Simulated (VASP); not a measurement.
# Ag7B16 (a cell with a defect) in VASP: single point with PBE

Aim: the single point of Ag7B16 (a cell with a defect) with PBE.

Program: VASP 6.6.1. These are calculated values, not measurements. Logs are shortened: lines on timing, memory, paths and dates and some standing lists are left out, and cuts for length are marked.

### Step 1. The cell of the first run

The cell holds a defect, 23 atoms: a = 6.026 Å, b = 6.026 Å, c = 6.508 Å, α = 90.00°, β = 90.00°, γ = 120.00°.

### Step 2. Single point, PBE

The input, INCAR:

```
ALGO = Normal
EDIFF = 1E-7
ENCUT = 520
GGA = PE
ISIF = 2
ISMEAR = 1
LASPH = True
LCHARG = False
LREAL = Auto
LWAVE = False
NBANDS = 80
NELM = 60
PREC = Accurate
SIGMA = 0.15
```

The input, KPOINTS:

```
k-points
0
Gamma
  3 3 2
```

The input, POSCAR:

```
Ag7B16
1.0
    6.0260560000      0.0000000000      0.0000000000
   -3.0130280000      5.2187260000      0.0000000000
    0.0000000000      0.0000000000      6.5081400000
B Ag
16 7
Direct
    0.1641032880      0.3419323030      0.2539241627
    0.3356186306      0.1573226876      0.2538660816
    0.1641044239      0.3419319198      0.7465198966
    0.3356164921      0.1573217295      0.7465765948
    0.1683165428      0.8311097383      0.2755842683
    0.3314110743      0.6681423780      0.2755730516
    0.1683157763      0.8311082053      0.7248588690
    0.3314107800      0.6681404619      0.7248699321
    0.6481239762      0.3513566338      0.2225078133
    0.8516198821      0.1479236503      0.2225071987
    0.6481196309      0.3513598913      0.7779354777
    0.8516230846      0.1479194347      0.7779363996
    0.6576408238      0.8353199612      0.2539472107
    0.8420654697      0.6639160592      0.2540118989
    0.6576394055      0.8353161289      0.7464956193
    0.8420645185      0.6639154844      0.7464318530
    0.0178896537     -0.0183715336      0.0002254100
    0.0100587897     -0.0101908014      0.5002184956
    0.0021796642      0.5020271231      0.0002174200
   -0.2508339475      0.2489232046      0.5002238735
    0.4974884727     -0.0028305759      0.0002231052
    0.4817326843      0.5175222842      0.0002211077
    0.4897284429      0.5095017443      0.5002224906
```

Potentials or basis: VASP PAW PBE potentials, release 64 (B, Ag).

Run with:

```console
> cat potpaw_PBE.64/B/POTCAR potpaw_PBE.64/Ag/POTCAR > POTCAR
> mpirun -np 1 vasp_std > vasp.out
```

OUTCAR:

```text
EDIFF = 1E-7
   ENCUT = 520
   GGA = PE
   ISIF = 2
   ISMEAR = 1
   LASPH = True
   LREAL = Auto
   NELM = 60
   PREC = Accurate

 ion  position               nearest neighbor table
   1  0.164  0.342  0.254-  10 1.66   6 1.71   2 1.86  23 2.34  22 2.34  19 2.36  18 2.44  17 2.51
                            20 2.78
   2  0.336  0.157  0.254-   9 1.66   5 1.71   1 1.86  18 2.34  17 2.34  21 2.36  23 2.44  22 2.51
                            20 2.78
   3  0.164  0.342  0.747-  12 1.66   8 1.71   4 1.86  23 2.34  22 2.34  19 2.36  18 2.44  17 2.51
                            20 2.78
   4  0.336  0.157  0.747-  11 1.66   7 1.71   3 1.86  18 2.34  17 2.34  21 2.36  23 2.44  22 2.51
                            20 2.78
   5  0.168  0.831  0.276-   6 1.70   2 1.71  14 1.71  18 2.21  17 2.38  19 2.48  21 2.48
   6  0.331  0.668  0.276-   5 1.70   1 1.71  13 1.71  23 2.21  22 2.38  21 2.48  19 2.48
   7  0.168  0.831  0.725-   8 1.70   4 1.71  16 1.71  18 2.21  17 2.38  19 2.48  21 2.48
   8  0.331  0.668  0.725-   7 1.70   3 1.71  15 1.71  23 2.21  22 2.38  21 2.48  19 2.48
   9  0.648  0.351  0.223-   2 1.66  14 1.66  20 2.10  10 2.12  22 2.26  19 2.35  21 2.35  23 2.45
[... 15 lines left out ...]
  17  0.018  0.982  0.000-  10 2.26  12 2.26   2 2.34   4 2.34  14 2.34  16 2.34   5 2.38   7 2.38
                            13 2.51  15 2.51   1 2.51   3 2.51  19 2.84  21 2.84  22 3.04  22 3.04
  18  0.010  0.990  0.500-   5 2.21   7 2.21   2 2.34   4 2.34  14 2.34  16 2.34   1 2.44   3 2.44
                            13 2.44  15 2.44  10 2.45  12 2.45  20 2.71  23 3.02  23 3.02  17 3.26
  19  0.002  0.502  0.000-  11 2.35   9 2.35  12 2.35  10 2.35   3 2.36   1 2.36  16 2.36  14 2.36
                             7 2.48   5 2.48   8 2.48   6 2.48  17 2.84  22 2.84  21 2.98  21 3.04
  20  0.749  0.249  0.500-  12 2.10  10 2.10  11 2.10   9 2.10  18 2.71  23 2.71   4 2.78   2 2.78
                            15 2.78  13 2.78   3 2.78   1 2.78  16 2.78  14 2.78  21 3.59  21 3.59
  21  0.497  0.997  0.000-  10 2.35  12 2.35   9 2.35  11 2.35   2 2.36   4 2.36  13 2.36  15 2.36
                             6 2.48   8 2.48   5 2.48   7 2.48  22 2.84  17 2.84  19 2.98  19 3.04
  22  0.482  0.518  0.000-  11 2.26   9 2.26   3 2.34   1 2.34  15 2.34  13 2.34   8 2.38   6 2.38
                             2 2.51   4 2.51  16 2.51  14 2.51  21 2.84  19 2.84  17 3.04  17 3.04
  23  0.490  0.510  0.500-   8 2.21   6 2.21   3 2.34   1 2.34  15 2.34  13 2.34  16 2.44  14 2.44
                             4 2.44   2 2.44  11 2.45   9 2.45  20 2.71  18 3.02  18 3.02  22 3.26

  LATTYP: Found a hexagonal cell.
 ALAT       =     6.0260560000
 C/A-ratio  =     1.0799999203

  Lattice vectors:

 A1 = (   6.0260560000,   0.0000000000,   0.0000000000)
 A2 = (  -3.0130280000,   5.2187260000,   0.0000000000)
 A3 = (   0.0000000000,   0.0000000000,   6.5081400000)

Analysis of symmetry for initial positions (statically):
=====================================================================
 Subroutine PRICEL returns:
 Original cell was already a primitive cell.

 Routine SETGRP: Setting up the symmetry group for a
 hexagonal supercell.

 Subroutine GETGRP returns: Found  1 space group operations
 (whereof  1 operations were pure point group operations)
 out of a pool of 24 trial point group operations.

The static configuration has the point symmetry C_1 .

Analysis of symmetry for dynamics (positions and initial velocities):
=====================================================================
 Subroutine PRICEL returns:
 Original cell was already a primitive cell.

 Routine SETGRP: Setting up the symmetry group for a
 hexagonal supercell.

 Subroutine GETGRP returns: Found  1 space group operations
 (whereof  1 operations were pure point group operations)
 out of a pool of 24 trial point group operations.

The dynamic configuration has the point symmetry C_1 .

 Subroutine INISYM returns: Found  1 space group operations
 (whereof  1 operations are pure point group operations),
 and found     1 'primitive' translations

----------------------------------------------------------------------------------------

                                     Primitive cell

  volume of cell :     204.6702

  direct lattice vectors                    reciprocal lattice vectors
     6.026056000  0.000000000  0.000000000     0.165946018  0.095808824  0.000000000
    -3.013028000  5.218726000  0.000000000     0.000000000  0.191617648  0.000000000
     0.000000000  0.000000000  6.508140000     0.000000000  0.000000000  0.153653732

  length of vectors
     6.026056000  6.026063291  6.508140000     0.191617880  0.191617648  0.153653732

[... 63 lines left out ...]
     0.000000000  0.063872549  0.000000000     0.000000000  0.333333333  0.000000000
     0.000000000  0.000000000  0.076826866     0.000000000  0.000000000  0.500000000

  Length of vectors
     0.063872627  0.063872549  0.076826866

  Shift w.r.t. Gamma in fractional coordinates (k-lattice)
     0.000000000  0.000000000  0.000000000

 Subroutine IBZKPT returns following result:
 ===========================================

 Found     10 irreducible k-points:

 Following reciprocal coordinates:
            Coordinates               Weight
  0.000000  0.000000  0.000000      1.000000
  0.333333  0.000000  0.000000      2.000000
  0.000000  0.333333  0.000000      2.000000
 -0.333333  0.333333  0.000000      2.000000
  0.333333  0.333333  0.000000      2.000000
  0.000000  0.000000  0.500000      1.000000
  0.333333  0.000000  0.500000      2.000000
  0.000000  0.333333  0.500000      2.000000
 -0.333333  0.333333  0.500000      2.000000
  0.333333  0.333333  0.500000      2.000000
   k-points           NKPTS =     10   k-points in BZ     NKDIM =     10   number of bands    NBANDS=     80
   number of dos      NEDOS =    301   number of ions     NIONS =     23
   total plane-waves  NPLWV = 110592
   dimension x,y,z NGX =    48 NGY =   48 NGZ =   48
   dimension x,y,z NGXF=    96 NGYF=   96 NGZF=   96
   ions per type =              16   7
   NGX,Y,Z   is equivalent  to a cutoff of  13.24, 13.24, 12.26 a.u.
   NGXF,Y,Z  is equivalent  to a cutoff of  26.48, 26.48, 24.52 a.u.
 SYSTEM =  unknown system
   PREC   = accura    normal or accurate (medium, high low for compatibility)
   ISTART =      0    job   : 0-new  1-cont  2-samecut
   ICHARG =      2    charge: 1-file 2-atom 10-const
   ISPIN  =      1    spin polarized calculation?
   LNONCOLLINEAR =      F non collinear calculations
   LSORBIT =      F    spin-orbit coupling
   LASPH  =      T    aspherical Exc in radial PAW
   ENCUT  =  520.0 eV  38.22 Ry    6.18 a.u.  11.20 11.20 12.10*2*pi/ulx,y,z
   NELM   =     60;   NELMIN=  2; NELMDL= -5     # of ELM steps
   EDIFF  = 0.1E-06   stopping-criterion for ELM
   LREAL  =      T    real-space projection
   EDIFFG = 0.1E-05   stopping-criterion for IOM
   NSW    =      0    number of steps for IOM
   IBRION =     -1    ionic relax: 0-MD 1-quasi-New 2-CG
   NFREE  =      0    steps in history (QN), initial steepest desc. (CG)
   ISIF   =      2    stress and relaxation
   ISYM   =      2    0-nonsym 1-usesym 2-fastsym
   POTIM  = 0.5000    time-step for ionic-motion
   TEBEG  =    0.0;   TEEND  =   0.0 temperature during run
   PSTRESS=    0.0 pullay stress
   NELECT =     125.0000    total number of electrons
   NUPDOWN=      -1.0000    fix difference up-down
   EMIN   =  10.00;   EMAX   =-10.00  energy-range for DOS
   EFERMI =   0.00;   METHOD = LEGACY
   ISMEAR =     1;   SIGMA  =   0.15  broadening in eV -4-tet -1-fermi 0-gaus
   EFERMI_NEDOS =   21; number of points for ismear=-14 and -15
   IALGO  =     38    algorithm
   IMIX   =      4    mixing-type and parameters
     AMIX     =   0.40;   BMIX     =  1.00
     AMIX_MAG =   1.60;   BMIX_MAG =  1.00
  volume/ion in A,a.u.               =       8.90        60.05
  Fermi-wavevector in a.u.,A,eV,Ry     =   1.388971  2.624775 26.248927  1.929242
  Thomas-Fermi vector in A             =   2.513047
   LORBIT       =      0    0 simple, 1 ext, 2 COOP (PROOUT), +10 PAW based schemes
   GGA     = PE    functional components
   LHFCALC =     F    Hartree Fock is set to
   AEXX    =    0.0000 exact exchange contribution
   IVDW    =     0    specifies the selected vdW correction
   LEPSILON=     F    determine dielectric tensor
   LRPA    =     F    only Hartree local field effects (RPA)
 non-spin polarized calculation
 Methfessel and Paxton  Order N= 1 SIGMA  =   0.15
  energy-cutoff  :      520.00
  volume of cell :      204.67
 maximum number of plane-waves:      5521
 NGX is ok and might be reduce to    48
   NGX = 23   NGY = 23   NGZ = 25

 number of electron     124.9999982 magnetization

 Free energy of the ion-electron system (eV)
  ---------------------------------------------------
  ext. energy  EPLUGINS =         0.00000000
  ---------------------------------------------------
  free energy    TOTEN  =      -105.70173294 eV

  energy without entropy =     -105.69530812  energy(sigma->0) =     -105.69959133

 E-fermi :   9.5000     XC(G=0): -12.7469

 val. band max:        9.4783216131   @ k =  -0.3333   0.3333   0.0000
 cond. band min:       9.5236401796   @ k =   0.3333   0.0000   0.5000
 fundamental gap:      0.0453185665
 Fermi energy:         9.4999974163

 k-point     1 :       0.0000    0.0000    0.0000
  band No.  band energies     occupation
      1      -4.5814      2.00000
      2      -2.4911      2.00000
      3      -1.3170      2.00000
      4      -1.1766      2.00000
      5      -1.1300      2.00000
      6      -0.7230      2.00000
[... 759 lines left out ...]
     73      14.8964      0.00000
     74      14.9962      0.00000
 [bands above 74 left out]

------------------------ aborting loop because EDIFF is reached ----------------------------------------

  FORCE on cell =-STRESS in cart. coord.  units (eV):
  Direction    XX          YY          ZZ          XY          YZ          ZX
  --------------------------------------------------------------------------------------
  -------------------------------------------------------------------------------------
  Total       41.3746967     39.3658891     75.7328184     -1.7269887      0.0008428     -0.0001078
  in kB      323.8850185    308.1598835    592.8436278    -13.5190301      0.0065974     -0.0008437
  external PRESSURE =     408.2961766 kB  Pullay stress =       0.0000000 kB

 VOLUME and BASIS-vectors are now :
 -----------------------------------------------------------------------------
  energy-cutoff  :      520.00
  volume of cell :      204.67
      direct lattice vectors                 reciprocal lattice vectors
     6.026056000  0.000000000  0.000000000     0.165946018  0.095808824  0.000000000
    -3.013028000  5.218726000  0.000000000     0.000000000  0.191617648  0.000000000
     0.000000000  0.000000000  6.508140000     0.000000000  0.000000000  0.153653732

 POSITION                                       TOTAL-FORCE (eV/Angst)
 -----------------------------------------------------------------------------------
     -0.04136      1.78445      1.65257         0.008716     -0.019551     -0.017055
      1.54844      0.82102      1.65220        -0.009840      0.018348     -0.014129
     -0.04135      1.78445      4.85846         0.008656     -0.019618      0.016840
      1.54843      0.82102      4.85882        -0.010082      0.017919      0.014357
     -1.48987      4.33733      1.79354         0.022298     -0.013679     -0.022698
     -0.01603      3.48685      1.79347        -0.022907      0.012514     -0.021888
[... 15 lines left out ...]
      1.34364      2.70081      0.00144         0.005373     -0.002838      0.000523
      1.41599      2.65895      3.25552         0.010633     -0.003456      0.000333
 -----------------------------------------------------------------------------------
    total drift:                                0.000268      0.002288     -0.000688

  FREE ENERGIE OF THE ION-ELECTRON SYSTEM (eV)
  ---------------------------------------------------
  free  energy   TOTEN  =      -105.7017329414 eV

  energy  without entropy=     -105.6953081154  energy(sigma->0) =     -105.69959133
```

Wall time 5.4 min (1 thread of Intel Xeon Platinum 8488C (Sapphire Rapids), shared host); peak memory 0.37 GiB.

What came out:

```yaml
Free_energy: -105.7017 eV
Pressure: 40.8 GPa
Largest_force: 0.042 eV/Å
Band_gap_on_the_k_mesh: zero (an odd number of electrons rules out a gap without spin polarisation)
```

Forces on the atoms (eV/Å):
```
B    0.009 -0.020 -0.017
B   -0.010  0.018 -0.014
B    0.009 -0.020  0.017
B   -0.010  0.018  0.014
B    0.022 -0.014 -0.023
B   -0.023  0.013 -0.022
B    0.022 -0.014  0.022
B   -0.023  0.013  0.022
B    0.029 -0.009 -0.028
B   -0.025  0.014 -0.029
B    0.029 -0.009  0.028
B   -0.025  0.014  0.028
B    0.022  0.004 -0.015
B   -0.020 -0.004 -0.019
B    0.022  0.005  0.016
B   -0.021 -0.003  0.018
Ag  -0.006  0.000  0.000
Ag  -0.011  0.007  0.002
Ag   0.001  0.006  0.000
Ag  -0.004 -0.006 -0.001
Ag  -0.003 -0.007 -0.001
Ag   0.005 -0.003  0.001
Ag   0.011 -0.003  0.000
```

Levels at points of the mesh, in eV from the Fermi level:
| k point | band 60 | band 61 | band 62 | band 63 | band 64 | band 65 |
| --- | --- | --- | --- | --- | --- | --- |
| (0.00, 0.00, 0.00) | -0.36 | -0.02 | 0.21 | 0.21 | 0.85 | 0.98 |
| (0.00, 0.00, 0.50) | -0.22 | 0.06 | 0.50 | 0.50 | 0.81 | 1.38 |

Caveat: the k points lie up to 0.48 Å⁻¹ apart, too coarse for converged energies and pressures of a metal.
